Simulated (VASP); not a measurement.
Set up this calculation in VASP 6.6.1, as the native input.

| Item | Value |
| --- | --- |
| Task | single point |
| Functional | PBE |
| Potentials or basis | VASP PAW PBE potentials, release 64 (Zn, S) |
| Cutoff | 520 eV |
| k mesh | 12 × 12 × 6 |
| Occupations | gaussian, width 0.02 eV |
| Spin | no spin polarisation |
| Dipole correction | no |
| Further INCAR settings | ALGO = Normal; EDIFF = 1e-07; NBANDS = 26 |

The structure of ZnS lies in POSCAR:

```
ZnS
1.0
    3.8457352458      0.0000000000      0.0000000000
   -1.9228676229      3.3305044191      0.0000000000
    0.0000000000      0.0000000000      6.3042469113
Zn S
2 2
Direct
    0.3333333333      0.6666666667      0.0052037217
    0.6666666667      0.3333333333      0.5052037217
    0.3333333333      0.6666666667      0.3797962683
    0.6666666667      0.3333333333      0.8797962683
```

The input as run:

INCAR

```
SYSTEM = ZnS
  PREC = Accurate
  ENCUT = 520
  EDIFF = 1E-7
  ISMEAR = 0
  SIGMA = 0.02
  LREAL = .False.
  LASPH = .True.
  NELM = 60
  ALGO = Normal
  ISIF = 2
  LWAVE = .False.
  LCHARG = .False.
  GGA = PE
  NBANDS = 26
```

KPOINTS

```
Automatic mesh
0
Gamma
  12 12 6
  0 0 0
```

Potentials or basis: VASP PAW PBE potentials, release 64 (Zn, S).

Command:

```console
$ cat potpaw_PBE.64/Zn/POTCAR potpaw_PBE.64/S/POTCAR > POTCAR
$ mpirun -np 1 vasp_std > vasp.out
```

It gave:

The pressure is 0.1 GPa and the band gap on the k mesh is 2.08 eV, direct.

Run time: 100 s on 1 thread of Intel(R) Xeon(R) 6975P-C (Granite Rapids), on a shared host, peak memory 0.28 GiB.
